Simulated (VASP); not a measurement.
# K (R-3m) in VASP: a series of runs

The runs below take K through single point, with PBEsol.

Program: VASP 6.6.1. These are calculated values, not measurements. Logs are shortened: lines on timing, memory, paths and dates and some standing lists are left out, and cuts for length are marked.

**1. The cell of the first run**

Symmetry: R-3m, No. 166, trigonal system. The conventional cell has a = 9.329 Å, b = 9.329 Å, c = 2.857 Å, α = 90.00°, β = 90.00°, γ = 120.00°. K (site symmetry -3m) has 2 K at 2.86 Å within 3.8 Å.

**2. Single point, PBEsol**

File INCAR:

```
PREC = Accurate
ENCUT = 520
EDIFF = 1E-7
ISMEAR = 0
SIGMA = 0.15
LREAL = F
LASPH = T
NELM = 80
ALGO = Fast
ISIF = 2
LWAVE = F
LCHARG = T
GGA = PS
LELF = T
LVHAR = T
NBANDS = 10
```

File KPOINTS:

```
regular mesh
0
Gamma
  14 14 14
```

File POSCAR:

```
K
1.0
   -3.8482188601      2.7487277572      2.7487277572
    2.7487277572     -3.8482188601      2.7487277572
    2.7487277572      2.7487277572     -3.8482188601
K
1
Direct
    0.0000000000      0.0000000000      0.0000000000
```

Potentials or basis: VASP PAW PBE potentials, release 64 (K_sv).

On the command line:

```sh
> cat potpaw_PBE.64/K_sv/POTCAR > POTCAR
> mpirun -np 1 vasp_std > vasp.out
```

OUTCAR:

```text
PREC = Accurate
   ENCUT = 520
   EDIFF = 1E-7
   ISMEAR = 0
   LREAL = F
   LASPH = T
   NELM = 80
   ISIF = 2
   GGA = PS

 ion  position               nearest neighbor table
   1  0.000  0.000  0.000-

  LATTYP: Found a trigonal (rhomboedric) cell.
 ALAT       =     5.4698991729
 COS(alpha) =    -0.4545454545

  Lattice vectors:

 A1 = (  -3.8482188601,   2.7487277572,   2.7487277572)
 A2 = (   2.7487277572,  -3.8482188601,   2.7487277572)
 A3 = (   2.7487277572,   2.7487277572,  -3.8482188601)

Analysis of symmetry for initial positions (statically):
=====================================================================
 Subroutine PRICEL returns:
 Original cell was already a primitive cell.

 Routine SETGRP: Setting up the symmetry group for a
 trigonal (rhombohedral) supercell.

 Subroutine GETGRP returns: Found 12 space group operations
 (whereof 12 operations were pure point group operations)
 out of a pool of 12 trial point group operations.

The static configuration has the point symmetry D_3d.

Analysis of symmetry for dynamics (positions and initial velocities):
=====================================================================
 Subroutine PRICEL returns:
 Original cell was already a primitive cell.

 Routine SETGRP: Setting up the symmetry group for a
 trigonal (rhombohedral) supercell.

 Subroutine GETGRP returns: Found 12 space group operations
 (whereof 12 operations were pure point group operations)
 out of a pool of 12 trial point group operations.

The dynamic configuration has the point symmetry D_3d.

 Subroutine INISYM returns: Found 12 space group operations
 (whereof 12 operations are pure point group operations),
 and found     1 'primitive' translations

----------------------------------------------------------------------------------------

                                     Primitive cell

  volume of cell :      71.7743

  direct lattice vectors                    reciprocal lattice vectors
    -3.848218860  2.748727757  2.748727757     0.101056853  0.252642133  0.252642133
     2.748727757 -3.848218860  2.748727757     0.252642133  0.101056853  0.252642133
     2.748727757  2.748727757 -3.848218860     0.252642133  0.252642133  0.101056853

  length of vectors
     5.469899173  5.469899173  5.469899173     0.371306588  0.371306588  0.371306588

  position of ions in fractional coordinates (direct lattice)
     0.000000000  0.000000000  0.000000000

  ion indices of the primitive-cell ions
   primitive index   ion index
                 1           1

----------------------------------------------------------------------------------------

 KPOINTS: regular mesh

Automatic generation of k-mesh.
 Grid dimensions read from file:
 generate k-points for:   14   14   14

 Generating k-lattice:

  Cartesian coordinates                     Fractional coordinates (reciprocal lattice)
     0.007218347  0.018045867  0.018045867     0.071428571  0.000000000  0.000000000
     0.018045867  0.007218347  0.018045867     0.000000000  0.071428571  0.000000000
     0.018045867  0.018045867  0.007218347     0.000000000  0.000000000  0.071428571

  Length of vectors
     0.026521899  0.026521899  0.026521899

  Shift w.r.t. Gamma in fractional coordinates (k-lattice)
     0.000000000  0.000000000  0.000000000

 Subroutine IBZKPT returns following result:
 ===========================================

 Found    288 irreducible k-points:

 Following reciprocal coordinates:
            Coordinates               Weight
  0.000000  0.000000  0.000000      1.000000
  0.071429  0.000000  0.000000      6.000000
  0.142857  0.000000  0.000000      6.000000
  0.214286  0.000000  0.000000      6.000000
  0.285714  0.000000  0.000000      6.000000
  0.357143 -0.000000 -0.000000      6.000000
[... 16 lines left out ...]
  0.214286  0.142857  0.000000     12.000000
  0.285714  0.142857  0.000000     12.000000
 [... further k-points ...]
   k-points           NKPTS =    288   k-points in BZ     NKDIM =    288   number of bands    NBANDS=     10
   number of dos      NEDOS =    301   number of ions     NIONS =      1
   total plane-waves  NPLWV =  74088
   dimension x,y,z NGX =    42 NGY =   42 NGZ =   42
   dimension x,y,z NGXF=    84 NGYF=   84 NGZF=   84
   ions per type =               1
   NGX,Y,Z   is equivalent  to a cutoff of  12.77, 12.77, 12.77 a.u.
   NGXF,Y,Z  is equivalent  to a cutoff of  25.53, 25.53, 25.53 a.u.
 SYSTEM =  unknown system
   PREC   = accura    normal or accurate (medium, high low for compatibility)
   ISTART =      0    job   : 0-new  1-cont  2-samecut
   ICHARG =      2    charge: 1-file 2-atom 10-const
   ISPIN  =      1    spin polarized calculation?
   LNONCOLLINEAR =      F non collinear calculations
   LSORBIT =      F    spin-orbit coupling
   LASPH  =      T    aspherical Exc in radial PAW
   ENCUT  =  520.0 eV  38.22 Ry    6.18 a.u.  10.17 10.17 10.17*2*pi/ulx,y,z
   NELM   =     80;   NELMIN=  2; NELMDL= -5     # of ELM steps
   EDIFF  = 0.1E-06   stopping-criterion for ELM
   LREAL  =      F    real-space projection
   EDIFFG = 0.1E-05   stopping-criterion for IOM
   NSW    =      0    number of steps for IOM
   IBRION =     -1    ionic relax: 0-MD 1-quasi-New 2-CG
   NFREE  =      0    steps in history (QN), initial steepest desc. (CG)
   ISIF   =      2    stress and relaxation
   ISYM   =      2    0-nonsym 1-usesym 2-fastsym
   POTIM  = 0.5000    time-step for ionic-motion
   TEBEG  =    0.0;   TEEND  =   0.0 temperature during run
   PSTRESS=    0.0 pullay stress
   NELECT =       9.0000    total number of electrons
   NUPDOWN=      -1.0000    fix difference up-down
   EMIN   =  10.00;   EMAX   =-10.00  energy-range for DOS
   EFERMI =   0.00;   METHOD = LEGACY
   ISMEAR =     0;   SIGMA  =   0.15  broadening in eV -4-tet -1-fermi 0-gaus
   EFERMI_NEDOS =   21; number of points for ismear=-14 and -15
   IALGO  =     68    algorithm
   IMIX   =      4    mixing-type and parameters
     AMIX     =   0.40;   BMIX     =  1.00
     AMIX_MAG =   1.60;   BMIX_MAG =  1.00
  volume/ion in A,a.u.               =      71.77       484.36
  Fermi-wavevector in a.u.,A,eV,Ry     =   0.819406  1.548454  9.135317  0.671427
  Thomas-Fermi vector in A             =   1.930206
   LORBIT       =      0    0 simple, 1 ext, 2 COOP (PROOUT), +10 PAW based schemes
   GGA     = PS    functional components
   LHFCALC =     F    Hartree Fock is set to
   AEXX    =    0.0000 exact exchange contribution
   IVDW    =     0    specifies the selected vdW correction
   LEPSILON=     F    determine dielectric tensor
   LRPA    =     F    only Hartree local field effects (RPA)
 non-spin polarized calculation
 RMM-DIIS sequential band-by-band and
 Gauss-broadening in eV      SIGMA  =   0.15
  energy-cutoff  :      520.00
  volume of cell :       71.77
 maximum number of plane-waves:      1978
 NGX is ok and might be reduce to    42
   NGX = 21   NGY = 21   NGZ = 21

 number of electron       8.9999999 magnetization

 Free energy of the ion-electron system (eV)
  ---------------------------------------------------
  ext. energy  EPLUGINS =         0.00000000
  ---------------------------------------------------
  free energy    TOTEN  =        -0.39580483 eV

  energy without entropy =       -0.38698299  energy(sigma->0) =       -0.39139391

 E-fermi :   0.0054     XC(G=0):  -5.7306

 val. band max:       -0.0014390501   @ k =   0.5000   0.4286   0.0000
 cond. band min:       0.0101640898   @ k =  -0.3571   0.5000   0.0714
 fundamental gap:      0.0116031399
 Fermi energy:         0.0053674272

 k-point     1 :       0.0000    0.0000    0.0000
  band No.  band energies     occupation
      1     -33.3389      2.00000
      2     -16.7328      2.00000
      3     -16.7328      2.00000
      4     -15.8946      2.00000
      5      -2.1872      2.00000
      6       2.0397      0.00000
      7       2.4223      0.00000
      8       2.4223      0.00000
      9       4.8778      0.00000
     10       5.0226      0.00000

 k-point     2 :       0.0714    0.0000    0.0000
  band No.  band energies     occupation
      1     -33.3218      2.00000
      2     -16.7179      2.00000
      3     -16.7178      2.00000
      4     -16.0111      2.00000
      5      -2.0631      2.00000
      6       2.2740      0.00000
      7       2.4577      0.00000
      8       2.5100      0.00000
      9       4.8362      0.00000
     10       5.0214      0.00000

 k-point     3 :       0.1429    0.0000    0.0000
  band No.  band energies     occupation
      1     -33.2734      2.00000
      2     -16.6758      2.00000
      3     -16.6752      2.00000
      4     -16.3273      2.00000
      5      -1.7038      2.00000
      6       2.5716      0.00000
      7       2.7565      0.00000
      8       2.9381      0.00000
      9       4.3243      0.00000
     10       4.3772      0.00000

 k-point     4 :       0.2143    0.0000    0.0000
  band No.  band energies     occupation
      1     -33.2021      2.00000
      2     -16.7607      2.00000
      3     -16.6140      2.00000
      4     -16.6128      2.00000
      5      -1.1372      2.00000
      6       2.7512      0.00000
      7       3.0644      0.00000
      8       3.6634      0.00000
      9       3.8259      0.00000
     10       4.1075      0.00000
[... 222 lines left out ...]
 k-point    22 :       0.1429    0.1429    0.0000
  band No.  band energies     occupation
      1     -33.1211      2.00000
      2     -17.2149      2.00000
      3     -16.5423      2.00000
      4     -16.5422      2.00000
      5      -0.5277      2.00000
      6       2.9907      0.00000
      7       3.0242      0.00000
      8       3.5731      0.00000
      9       3.7497      0.00000
     10       5.0824      0.00000

 k-point    23 :       0.2143    0.1429    0.0000
  band No.  band energies     occupation
      1     -33.0462      2.00000
      2     -17.6040      2.00000
      3     -16.4779      2.00000
      4     -16.4774      2.00000
      5       0.3258      0.00252
      6       2.4393      0.00000
      7       2.5435      0.00000
      8       4.0968      0.00000
      9       4.3285      0.00000
     10       5.7418      0.00000

 k-point    24 :       0.2857    0.1429    0.0000
  band No.  band energies     occupation
      1     -32.9934      2.00000
      2     -17.8638      2.00000
      3     -16.4331      2.00000
      4     -16.4320      2.00000
      5       1.2449      0.00000
      6       2.0351      0.00000
      7       2.2847      0.00000
      8       4.6366      0.00000
      9       4.7857      0.00000
     10       5.4067      0.00000

 [... further k-points ...]

------------------------ aborting loop because EDIFF is reached ----------------------------------------

  FORCE on cell =-STRESS in cart. coord.  units (eV):
  Direction    XX          YY          ZZ          XY          YZ          ZX
  --------------------------------------------------------------------------------------
  -------------------------------------------------------------------------------------
  Total        0.6513858      0.6513858      0.6513858      1.4101157      1.4101157      1.4101157
  in kB       14.5405210     14.5405210     14.5405210     31.4772230     31.4772230     31.4772230
  external PRESSURE =      14.5405210 kB  Pullay stress =       0.0000000 kB

 VOLUME and BASIS-vectors are now :
 -----------------------------------------------------------------------------
  energy-cutoff  :      520.00
  volume of cell :       71.77
      direct lattice vectors                 reciprocal lattice vectors
    -3.848218860  2.748727757  2.748727757     0.101056853  0.252642133  0.252642133
     2.748727757 -3.848218860  2.748727757     0.252642133  0.101056853  0.252642133
     2.748727757  2.748727757 -3.848218860     0.252642133  0.252642133  0.101056853

 POSITION                                       TOTAL-FORCE (eV/Angst)
 -----------------------------------------------------------------------------------
      0.00000      0.00000      0.00000        -0.000000     -0.000000      0.000000
 -----------------------------------------------------------------------------------
    total drift:                               -0.000000      0.000000     -0.000000

  FREE ENERGIE OF THE ION-ELECTRON SYSTEM (eV)
  ---------------------------------------------------
  free  energy   TOTEN  =        -0.3958048319 eV

  energy  without entropy=       -0.3869829879  energy(sigma->0) =       -0.39139391
```

Wall time 10 min (1 thread of Intel Xeon Platinum 8375C at 2.90GHz (Ice Lake), shared host); peak memory 0.38 GiB.

What came out:

```yaml
Free_energy: -0.3958 eV
Pressure: 1.5 GPa
Band_gap_on_the_k_mesh: zero (an odd number of electrons rules out a gap without spin polarisation)
```

Levels at points of the mesh, in eV from the Fermi level:
| k point | band 1 | band 2 | band 3 | band 4 | band 5 | band 6 | band 7 | band 8 |
| --- | --- | --- | --- | --- | --- | --- | --- | --- |
| (0.00, 0.00, 0.00) | -33.34 | -16.74 | -16.74 | -15.90 | -2.19 | 2.03 | 2.42 | 2.42 |
| (0.50, 0.00, 0.00) | -32.98 | -17.96 | -16.42 | -16.42 | 1.45 | 2.00 | 3.15 | 3.56 |
| (0.50, 0.50, 0.00) | -33.34 | -16.75 | -16.74 | -15.90 | -0.51 | -0.22 | 1.69 | 3.15 |
| (0.50, 0.50, 0.50) | -32.98 | -17.96 | -16.42 | -16.42 | 1.51 | 1.51 | 4.82 | 4.93 |

Caveat: the PAW data sets were made with another functional, which shifts forces and pressure a little.

(Continued in part 2 of 2.)
